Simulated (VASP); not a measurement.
# Zn9S10 (a cell with a defect) in VASP: further runs

Runs on Zn9S10 (a cell with a defect). Level: PBE. Tasks: single point.

Everything below comes from runs of VASP 6.6.1. Logs are shortened: lines on timing, memory, paths and dates and some standing lists are left out, and cuts for length are marked.

## (1) The cell of the first run

The cell holds a defect, 19 atoms: a = 6.662 Å, b = 6.662 Å, c = 9.707 Å, α = 83.43°, β = 76.78°, γ = 60.00°.

## (2) Single point, PBE

Input file INCAR:

```
PREC     = Accurate       # precision mode
ENCUT    = 520            # plane-wave cutoff, eV
EDIFF    = 1E-7           # SCF threshold, eV
ISMEAR   = 0              # smearing method
SIGMA    = 0.02           # smearing width, eV
LREAL    = Auto         
LASPH    = True           # aspherical terms in the spheres
NELM     = 100            # most SCF steps
ALGO     = Normal         # electronic algorithm
ISIF     = 2              # what is computed and relaxed
LWAVE    = False          # write WAVECAR
LCHARG   = False          # write CHGCAR
GGA      = PE             # functional
NBANDS   = 99             # bands
```

Input file KPOINTS:

```
Automatic mesh
0
Gamma
  2 2 2
```

Input file POSCAR:

```
Zn9S10
1.0
    0.0000000000     -6.6618213655      0.0000000000
    5.7693065380     -3.3309106827      0.0000000000
    0.0000000000     -2.2206071218      9.4492875734
Zn S
9 10
Direct
    0.6612273983      0.6719837080      0.9607644946
    0.3330067011      0.3374878744      0.9951494149
    0.0043737187     -0.0000805989      0.9964484546
    0.4498312549      0.6638499748      0.6343141696
    0.1155507444      0.3338246958      0.6766772574
    0.7850741726      0.9898279737      0.6782935698
    0.1468004394      0.6629753463      0.3315971681
    0.9236365099      0.2822379066      0.3600485194
    0.5442256508      1.0466668672      0.3523568284
    0.6270535367      0.6657023638      0.3431612145
    0.2464447862      0.3066633725      0.2450728673
    0.8979311594      0.0186864746      0.2460926268
    0.1275870448      0.6628937074      0.5746231087
    0.8184919694      0.3138245451      0.6030833495
    0.4729014427      1.0113329846      0.5980712256
    0.3472340197      0.6683548490      0.8914177852
    0.0263719092      0.3352678502      0.9195668914
    0.6928288769      0.0018050696      0.9220650692
    0.4946098225     -0.3734232157      0.1847859943
```

Potentials or basis: VASP PAW PBE potentials, release 64 (Zn, S).

Command:

```console
$ cat potpaw_PBE.64/Zn/POTCAR potpaw_PBE.64/S/POTCAR > POTCAR
$ mpirun -np 1 vasp_std > vasp.out
```

OUTCAR:

```text
PREC = Accurate
   ENCUT = 520
   EDIFF = 1E-7
   ISMEAR = 0
   LREAL = Auto
   LASPH = True
   NELM = 100
   ISIF = 2
   GGA = PE

 ion  position               nearest neighbor table
   1  0.661  0.672  0.961-  19 2.27  18 2.29  17 2.33  16 2.35
   2  0.333  0.337  0.995-  17 2.33  18 2.34  16 2.35  11 2.37
   3  0.004  1.000  0.996-  17 2.34  18 2.34  16 2.35  12 2.36
   4  0.450  0.664  0.634-  13 2.35  15 2.38  14 2.38  16 2.43  10 2.80
   5  0.116  0.334  0.677-  17 2.30  15 2.30  14 2.32  13 2.33
   6  0.785  0.990  0.678-  14 2.30  18 2.30  15 2.32  13 2.33
   7  0.147  0.663  0.332-  12 2.30  11 2.33  13 2.33  19 2.34
   8  0.924  0.282  0.360-  11 2.26  12 2.27  14 2.30  10 2.34
   9  0.544  0.047  0.352-  11 2.26  12 2.27  10 2.32  15 2.33
  10  0.627  0.666  0.343-  19 2.04   9 2.32   8 2.34   4 2.80
  11  0.246  0.307  0.245-   8 2.26   9 2.26   7 2.33   2 2.37
  12  0.898  0.019  0.246-   9 2.27   8 2.27   7 2.30   3 2.36
  13  0.128  0.663  0.575-   5 2.33   7 2.33   6 2.33   4 2.35
  14  0.818  0.314  0.603-   6 2.30   8 2.30   5 2.32   4 2.38
  15  0.473  0.011  0.598-   5 2.30   6 2.32   9 2.33   4 2.38
  16  0.347  0.668  0.891-   1 2.35   2 2.35   3 2.35   4 2.43
  17  0.026  0.335  0.920-   5 2.30   1 2.33   2 2.33   3 2.34
  18  0.693  0.002  0.922-   1 2.29   6 2.30   2 2.34   3 2.34
  19  0.495  0.627  0.185-  10 2.04   1 2.27   7 2.34

  LATTYP: Found a base centered monoclinic cell.
 ALAT       =     6.6618213655
 B/A-ratio  =     1.7320508076
 C/A-ratio  =     1.4570648124
 COS(beta)  =    -0.2287704229

  Lattice vectors:

 A1 = (   5.7693065380,   3.3309106828,   0.0000000000)
 A2 = (  -5.7693065380,   3.3309106827,   0.0000000000)
 A3 = (   0.0000000000,  -2.2206071218,   9.4492875734)

Analysis of symmetry for initial positions (statically):
=====================================================================
 Subroutine PRICEL returns:
 Original cell was already a primitive cell.

 Routine SETGRP: Setting up the symmetry group for a
 base centered monoclinic supercell.

 Subroutine GETGRP returns: Found  1 space group operations
 (whereof  1 operations were pure point group operations)
 out of a pool of  4 trial point group operations.

The static configuration has the point symmetry C_1 .

Analysis of symmetry for dynamics (positions and initial velocities):
=====================================================================
 Subroutine PRICEL returns:
 Original cell was already a primitive cell.

 Routine SETGRP: Setting up the symmetry group for a
 base centered monoclinic supercell.

 Subroutine GETGRP returns: Found  1 space group operations
 (whereof  1 operations were pure point group operations)
 out of a pool of  4 trial point group operations.

The dynamic configuration has the point symmetry C_1 .

 Subroutine INISYM returns: Found  1 space group operations
 (whereof  1 operations are pure point group operations),
 and found     1 'primitive' translations

----------------------------------------------------------------------------------------

                                     Primitive cell

  volume of cell :     363.1748

  direct lattice vectors                    reciprocal lattice vectors
     0.000000000 -6.661821365  0.000000000    -0.086665528 -0.150109099 -0.035276028
     5.769306538 -3.330910683  0.000000000     0.173331057  0.000000000  0.000000000
     0.000000000 -2.220607122  9.449287573     0.000000000  0.000000000  0.105828084

  length of vectors
     6.661821365  6.661821365  9.706705498     0.176884294  0.173331057  0.105828084

  position of ions in fractional coordinates (direct lattice)
     0.661227398  0.671983708  0.960764495
     0.333006701  0.337487874  0.995149415
     0.004373719  0.999919401  0.996448455
     0.449831255  0.663849975  0.634314170
     0.115550744  0.333824696  0.676677257
     0.785074173  0.989827974  0.678293570
[... 11 lines left out ...]
     0.692828877  0.001805070  0.922065069
     0.494609823  0.626576784  0.184785994

  ion indices of the primitive-cell ions
   primitive index   ion index
                 1           1
                 2           2
                 3           3
                 4           4
                 5           5
                 6           6
[... 11 lines left out ...]
                18          18
                19          19

----------------------------------------------------------------------------------------

 KPOINTS: Automatic mesh

Automatic generation of k-mesh.
 Grid dimensions read from file:
 generate k-points for:    2    2    2

 Generating k-lattice:

  Cartesian coordinates                     Fractional coordinates (reciprocal lattice)
    -0.043332764 -0.075054549 -0.017638014     0.500000000  0.000000000  0.000000000
     0.086665528  0.000000000  0.000000000     0.000000000  0.500000000  0.000000000
     0.000000000  0.000000000  0.052914042     0.000000000  0.000000000  0.500000000

  Length of vectors
     0.088442147  0.086665528  0.052914042

  Shift w.r.t. Gamma in fractional coordinates (k-lattice)
     0.000000000  0.000000000  0.000000000

 Subroutine IBZKPT returns following result:
 ===========================================

 Found      8 irreducible k-points:

 Following reciprocal coordinates:
            Coordinates               Weight
  0.000000  0.000000  0.000000      1.000000
  0.500000 -0.000000  0.000000      1.000000
  0.500000  0.500000  0.000000      1.000000
  0.000000  0.500000  0.000000      1.000000
  0.000000  0.000000  0.500000      1.000000
  0.500000 -0.000000  0.500000      1.000000
  0.500000  0.500000  0.500000      1.000000
  0.000000  0.500000  0.500000      1.000000
   k-points           NKPTS =      8   k-points in BZ     NKDIM =      8   number of bands    NBANDS=     99
   number of dos      NEDOS =    301   number of ions     NIONS =     19
   total plane-waves  NPLWV = 180000
   dimension x,y,z NGX =    50 NGY =   50 NGZ =   72
   dimension x,y,z NGXF=   100 NGYF=  100 NGZF=  144
   ions per type =               9  10
   NGX,Y,Z   is equivalent  to a cutoff of  12.48, 12.48, 12.33 a.u.
   NGXF,Y,Z  is equivalent  to a cutoff of  24.96, 24.96, 24.66 a.u.
 SYSTEM =  unknown system
   PREC   = accura    normal or accurate (medium, high low for compatibility)
   ISTART =      0    job   : 0-new  1-cont  2-samecut
   ICHARG =      2    charge: 1-file 2-atom 10-const
   ISPIN  =      1    spin polarized calculation?
   LNONCOLLINEAR =      F non collinear calculations
   LSORBIT =      F    spin-orbit coupling
   LASPH  =      T    aspherical Exc in radial PAW
   ENCUT  =  520.0 eV  38.22 Ry    6.18 a.u.  12.39 12.39 18.05*2*pi/ulx,y,z
   NELM   =    100;   NELMIN=  2; NELMDL= -5     # of ELM steps
   EDIFF  = 0.1E-06   stopping-criterion for ELM
   LREAL  =      T    real-space projection
   EDIFFG = 0.1E-05   stopping-criterion for IOM
   NSW    =      0    number of steps for IOM
   IBRION =     -1    ionic relax: 0-MD 1-quasi-New 2-CG
   NFREE  =      0    steps in history (QN), initial steepest desc. (CG)
   ISIF   =      2    stress and relaxation
   ISYM   =      2    0-nonsym 1-usesym 2-fastsym
   POTIM  = 0.5000    time-step for ionic-motion
   TEBEG  =    0.0;   TEEND  =   0.0 temperature during run
   PSTRESS=    0.0 pullay stress
   NELECT =     168.0000    total number of electrons
   NUPDOWN=      -1.0000    fix difference up-down
   EMIN   =  10.00;   EMAX   =-10.00  energy-range for DOS
   EFERMI =   0.00;   METHOD = LEGACY
   ISMEAR =     0;   SIGMA  =   0.02  broadening in eV -4-tet -1-fermi 0-gaus
   EFERMI_NEDOS =   21; number of points for ismear=-14 and -15
   IALGO  =     38    algorithm
   IMIX   =      4    mixing-type and parameters
     AMIX     =   0.40;   BMIX     =  1.00
     AMIX_MAG =   1.60;   BMIX_MAG =  1.00
  volume/ion in A,a.u.               =      19.11       128.99
  Fermi-wavevector in a.u.,A,eV,Ry     =   1.266114  2.392608 21.810736  1.603044
  Thomas-Fermi vector in A             =   2.399331
   LORBIT       =      0    0 simple, 1 ext, 2 COOP (PROOUT), +10 PAW based schemes
   GGA     = PE    functional components
   LHFCALC =     F    Hartree Fock is set to
   AEXX    =    0.0000 exact exchange contribution
   IVDW    =     0    specifies the selected vdW correction
   LEPSILON=     F    determine dielectric tensor
   LRPA    =     F    only Hartree local field effects (RPA)
 non-spin polarized calculation
 Gauss-broadening in eV      SIGMA  =   0.02
  energy-cutoff  :      520.00
  volume of cell :      363.17
 maximum number of plane-waves:      9832
 NGX is ok and might be reduce to    50
   NGX = 25   NGY = 25   NGZ = 37

 number of electron     168.0000020 magnetization

 Free energy of the ion-electron system (eV)
  ---------------------------------------------------
  ext. energy  EPLUGINS =         0.00000000
  ---------------------------------------------------
  free energy    TOTEN  =       -63.40983188 eV

  energy without entropy =      -63.40983188  energy(sigma->0) =      -63.40983188

 E-fermi :   3.0689     XC(G=0):  -9.7772

 val. band max:        2.9582141846   @ k =   0.0000   0.5000   0.0000
 cond. band min:       4.6601365377   @ k =   0.0000   0.0000   0.0000
 fundamental gap:      1.7019223531
 Fermi energy:         3.0689055200

 k-point     1 :       0.0000    0.0000    0.0000
  band No.  band energies     occupation
      1     -11.9293      2.00000
      2     -10.6007      2.00000
      3     -10.1269      2.00000
      4     -10.0493      2.00000
      5      -9.6891      2.00000
      6      -9.6755      2.00000
[... 88 lines left out ...]
     95       8.2681      0.00000
     96       8.3419      0.00000

 k-point     2 :       0.5000   -0.0000    0.0000
  band No.  band energies     occupation
      1     -11.8540      2.00000
      2     -10.3381      2.00000
      3     -10.1491      2.00000
      4      -9.9926      2.00000
      5      -9.8989      2.00000
      6      -9.8116      2.00000
[... 583 lines left out ...]
     95       7.6730      0.00000
     96       7.8723      0.00000

 k-point     8 :       0.0000    0.5000    0.5000
  band No.  band energies     occupation
      1     -11.8573      2.00000
      2     -10.2279      2.00000
      3     -10.1931      2.00000
      4     -10.1442      2.00000
      5      -9.9314      2.00000
      6      -9.7856      2.00000
[... 88 lines left out ...]
     95       7.6726      0.00000
     96       7.7555      0.00000
 [bands above 96 left out]

------------------------ aborting loop because EDIFF is reached ----------------------------------------

  FORCE on cell =-STRESS in cart. coord.  units (eV):
  Direction    XX          YY          ZZ          XY          YZ          ZX
  --------------------------------------------------------------------------------------
  -------------------------------------------------------------------------------------
  Total        8.4387006     15.5618299     10.4727128     -0.3220729     -0.5791854     -0.4605962
  in kB       37.2280679     68.6523777     46.2012909     -1.4208527     -2.5551272     -2.0319607
  external PRESSURE =      50.6939122 kB  Pullay stress =       0.0000000 kB

 VOLUME and BASIS-vectors are now :
 -----------------------------------------------------------------------------
  energy-cutoff  :      520.00
  volume of cell :      363.17
      direct lattice vectors                 reciprocal lattice vectors
     0.000000000 -6.661821365  0.000000000    -0.086665528 -0.150109099 -0.035276028
     5.769306538 -3.330910683  0.000000000     0.173331057  0.000000000  0.000000000
     0.000000000 -2.220607122  9.449287573     0.000000000  0.000000000  0.105828084

 POSITION                                       TOTAL-FORCE (eV/Angst)
 -----------------------------------------------------------------------------------
      3.87688     -8.77678      9.07854         0.011409     -0.011207     -0.014667
      1.94707     -5.55241      9.40345         0.008779     -0.005910      0.001661
      5.76884     -5.57250      9.41573        -0.004212     -0.009734     -0.000504
      3.82995     -6.61648      5.99382        -0.000804      0.000872     -0.000442
      1.92594     -3.38435      6.39412        -0.001353     -0.001290     -0.001137
      5.71062    -10.03328      6.40939         0.000689     -0.000091     -0.000912
[... 11 lines left out ...]
      0.01041     -6.66906      8.71286         0.004753      0.002766      0.008067
      3.61491     -5.79241      1.74610        -0.018482     -0.096295      0.122708
 -----------------------------------------------------------------------------------
    total drift:                                0.002380     -0.006609     -0.002841

  FREE ENERGIE OF THE ION-ELECTRON SYSTEM (eV)
  ---------------------------------------------------
  free  energy   TOTEN  =       -63.4098318771 eV

  energy  without entropy=      -63.4098318771  energy(sigma->0) =      -63.40983188
```

Run time: 16 min. Hardware: 1 thread of Intel Xeon 8259CL, shared host; peak memory 0.52 GiB.

What came out:

| Quantity | Value |
| --- | --- |
| Free energy | -63.4098 eV |
| Pressure | 5.1 GPa |
| Largest force | 0.162 eV/Å |
| Band gap on the k mesh | 1.70 eV |

Forces in eV/Å, atoms in the order of the input:
```
Zn   0.011 -0.011 -0.015
Zn   0.009 -0.006  0.002
Zn  -0.004 -0.010 -0.001
Zn  -0.001  0.001  0.000
Zn  -0.001 -0.001 -0.001
Zn   0.001  0.000 -0.001
Zn   0.005  0.006  0.007
Zn  -0.006  0.002  0.005
Zn   0.006  0.005 -0.004
S   -0.011  0.118 -0.111
S    0.001 -0.004 -0.015
S   -0.005 -0.009 -0.009
S    0.000  0.000  0.000
S    0.001 -0.002  0.009
S   -0.005 -0.004  0.002
S    0.006  0.004  0.000
S    0.007  0.005  0.001
S    0.005  0.003  0.008
S   -0.018 -0.096  0.123
```

Stress tensor (GPa, compression positive):
```
 3.72 -0.14 -0.20
-0.14  6.87 -0.26
-0.20 -0.26  4.62
```

Caveat: the k points lie up to 0.56 Å⁻¹ apart.

## (3) Single point, PBE

Input file INCAR:

```
  PREC = Accurate
  ENCUT = 520
  EDIFF = 1E-7
  ISMEAR = 0
  SIGMA = 0.02
  LREAL = Auto
  LASPH = True
  NELM = 80
  ALGO = Normal
  ISIF = 2
  LWAVE = False
  LCHARG = False
  GGA = PE
  NBANDS = 99
```

KPOINTS is that of step 2.

Input file POSCAR:

```
Zn9S10
1.0
    0.0000000000     -6.6618213655      0.0000000000
    5.7693065380     -3.3309106827      0.0000000000
    0.0000000000     -2.2206071218      9.4492875734
Zn S
9 10
Direct
    0.6577341358      0.6749643089      0.9624218682
    0.3306618109      0.3394236356      0.9944092533
    0.0033795495      0.0018324559      0.9965771416
    0.4503295916      0.6626389107      0.6343574532
    0.1171852681      0.3315008463      0.6760641954
    0.7853897685      0.9870259038      0.6787416459
    0.1504912356      0.6596711364      0.3311218942
    0.9246249843      0.2800698818      0.3619540599
    0.5467174250      1.0449172635      0.3498728316
    0.6280307657      0.6642966490      0.3433927664
    0.2465051944      0.3042239112      0.2444240354
    0.9026259057      0.0149699101      0.2462268168
    0.1285645791      0.6609485863      0.5744582285
    0.8185370616      0.3115358819      0.6043663033
    0.4745682898      1.0095083285      0.5964057032
    0.3459079381      0.6700770664      0.8914896424
    0.0245562252      0.3372360243      0.9187522268
    0.6910339825      0.0029885741      0.9228122154
    0.5050335211     -0.3913392338      0.1857415161
```

Potentials or basis: VASP PAW PBE potentials, release 64 (Zn, S).

Command:

```console
$ cat potpaw_PBE.64/Zn/POTCAR potpaw_PBE.64/S/POTCAR > POTCAR
$ mpirun -np 1 vasp_std > vasp.out
```

Wall time 16 min (1 thread of Intel Xeon 8259CL, shared host); peak memory 0.52 GiB.

Results (log left out):

- Free energy: -63.4123 eV
- Pressure: 5.0 GPa
- Largest force: 0.140 eV/Å
- Band gap on the k mesh: 1.76 eV

Forces on the atoms (eV/Å):
```
Zn   0.004  0.000  0.001
Zn   0.003 -0.003  0.001
Zn  -0.006 -0.004 -0.001
Zn  -0.001  0.000  0.000
Zn   0.000  0.000 -0.001
Zn   0.000 -0.002  0.000
Zn   0.003  0.007  0.002
Zn  -0.006  0.001 -0.002
Zn   0.003 -0.002  0.000
S   -0.021  0.096 -0.099
S    0.003  0.004 -0.009
S    0.003  0.001 -0.007
S   -0.001 -0.003  0.002
S    0.002  0.000  0.006
S   -0.005 -0.002  0.005
S    0.002  0.005 -0.009
S   -0.002  0.002  0.006
S    0.003 -0.005  0.003
S    0.016 -0.095  0.102
```

Stress tensor (GPa, compression positive):
```
 3.77 -0.19 -0.29
-0.19  6.79 -0.32
-0.29 -0.32  4.52
```

Levels at points of the mesh, in eV from the valence-band top:
```tsv
k point	band 82	band 83	band 84	band 85	band 86	band 87
(0.00, 0.00, 0.00)	-0.62	-0.53	-0.15	1.76	2.67	2.97
(0.50, 0.00, 0.00)	-1.06	-0.45	-0.26	2.79	2.98	3.29
(0.50, 0.50, 0.00)	-1.10	-0.39	-0.13	2.78	3.04	3.30
(0.00, 0.50, 0.00)	-1.11	-0.21	0.00	2.56	2.70	3.16
(0.00, 0.00, 0.50)	-0.80	-0.57	-0.03	2.30	2.59	3.17
(0.50, 0.00, 0.50)	-1.34	-0.56	-0.16	2.81	3.04	3.29
(0.50, 0.50, 0.50)	-1.29	-0.58	-0.15	2.80	2.95	3.39
(0.00, 0.50, 0.50)	-1.38	-0.27	-0.11	2.53	3.00	3.22
```

Caveat: the k points lie up to 0.56 Å⁻¹ apart.
